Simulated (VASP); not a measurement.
A run of VASP 6.6.1:

File INCAR:

```
SYSTEM = SnO
ALGO     = Normal         ! electronic algorithm
EDIFF    = 1E-6           ! SCF threshold, eV
ENCUT    = 520            ! plane-wave cutoff, eV
GGA      = PE             ! functional
ISIF     = 2              ! what is computed and relaxed
ISMEAR   = -1             ! smearing method
LASPH    = .True.         ! aspherical terms in the spheres
LCHARG   = .False.        ! write CHGCAR
LREAL    = .False.        ! projectors in reciprocal space
LWAVE    = .False.        ! write WAVECAR
NBANDS   = 28             ! bands
NELM     = 60             ! most SCF steps
PREC     = Accurate       ! precision mode
SIGMA    = 0.01           ! smearing width, eV
```

File KPOINTS:

```
k-points
0
Gamma
  8 8 6
  0 0 0
```

File POSCAR:

```
SnO
1.0
    3.8020000000      0.0380200000      0.0380200000
    0.0380200000      3.8020000000      0.0380200000
    0.0483600000      0.0483600000      4.8360000000
Sn O
2 2
Direct
    0.0000000000      0.5000000000      0.2385000000
    0.5000000000      0.0000000000      0.7615000000
    0.0000000000      0.0000000000      0.0000000000
    0.5000000000      0.5000000000      0.0000000000
```

Potentials or basis: VASP PAW PBE potentials, release 64 (Sn_d, O).

Run with:

```bash
$ cat potpaw_PBE.64/Sn_d/POTCAR potpaw_PBE.64/O/POTCAR > POTCAR
$ mpirun -np 1 vasp_std > vasp.out
```

Hardware: 1 thread of AMD EPYC 7R43 64-Core Processor (Zen 3), with other jobs on the host.

Problem. How long does it take, and how much memory?

Solution. It took 4 min on 1 thread of AMD EPYC 7R43 64-Core Processor (Zen 3), on a shared host, peak memory 0.26 GiB. Counts: scf iterations 14, k points 114.
